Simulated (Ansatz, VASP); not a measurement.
# Si7Ge in VASP and in Ansatz

INCAR

```
SYSTEM = Si7Ge
PREC = Accurate ; ENCUT = 520
EDIFF = 1E-6 ; ISMEAR = 0
SIGMA = 0.03 ; LREAL = .FALSE.
LASPH = .TRUE. ; NELM = 60
ALGO = Normal ; ISIF = 2
LWAVE = .FALSE. ; LCHARG = .FALSE.
GGA = PS ; NBANDS = 31
```

Contents of KPOINTS:

```
Automatic mesh
0
G
  6 6 6
  0 0 0
```

POSCAR

```
Si7Ge
1.0
    5.4591768100      0.0000000000      0.0000000000
    0.0000000000      5.4591768100      0.0000000000
    0.0000000000      0.0000000000      5.5956562302
Si Ge
7 1
Direct
    0.2525976818      0.2525976818      0.2525976818
    0.0000000000      0.5000000000      0.5000000000
    0.5000000000      0.5000000000      0.0000000000
    0.5000000000      0.0000000000      0.5000000000
    0.7474023182      0.2525976818      0.7474023182
    0.7474023182      0.7474023182      0.2525976818
    0.2525976818      0.7474023182      0.7474023182
    0.0000000000      0.0000000000      0.0000000000
```

Input for Ansatz:

```yaml
crystal:
  lattice:
    - [5.45917681, 0.0, 0.0]
    - [0.0, 5.45917681, 0.0]
    - [0.0, 0.0, 5.5956562302]
  atoms:
    - { symbol: Si, position: [0.2525976818, 0.2525976818, 0.2525976818] }
    - { symbol: Si, position: [0.0, 0.5, 0.5] }
    - { symbol: Si, position: [0.5, 0.5, 0.0] }
    - { symbol: Si, position: [0.5, 0.0, 0.5] }
    - { symbol: Si, position: [0.7474023182, 0.2525976818, 0.7474023182] }
    - { symbol: Si, position: [0.7474023182, 0.7474023182, 0.2525976818] }
    - { symbol: Si, position: [0.2525976818, 0.7474023182, 0.7474023182] }
    - { symbol: Ge, position: [0.0, 0.0, 0.0] }
basis:
  ecutwfc: 420
kpoints:
  mp_grid: { grid: [6, 6, 6] }
hamiltonian:
  xc: pbesol
scf:
  occupations: { method: gaussian, width: 0.03 }
output:
  forces: true
  stress: true
  eigenvalues: true
```

Change from the starting cell: strain +0.000 along x and y, +0.025 along z, atoms carried along.

Alike in both runs: task single point; functional PBEsol; k mesh 6 × 6 × 6; occupations gaussian, width 0.03 eV; no spin polarisation.

```csv
,VASP,Ansatz
version,VASP 6.6.1,Ansatz 0.2.0
potentials or method,"VASP PAW PBE potentials, release 64 (Si, Ge_d), cutoff 520 eV","scalar-relativistic, plane waves, PAW"
valence electrons in the cell,42,42
```

```tsv
	VASP	Ansatz	Ansatz less VASP
gap on the k mesh at the Fermi level (eV)	0.25	0.25	+0.005
least direct gap on the mesh (eV)	0.25	0.25	+0.005
pressure (GPa)	-2.1	-2.1	-0.06
traceless stress, the component that is largest in VASP (GPa)	-1.57	-1.57	0.000
rms of the force components (eV/Å)	0.004	0.003	-0.0005
```

VASP's potentials were made for PBE, not for PBEsol. Atom by atom the forces differ by 0.003 eV/Å (rms over components).
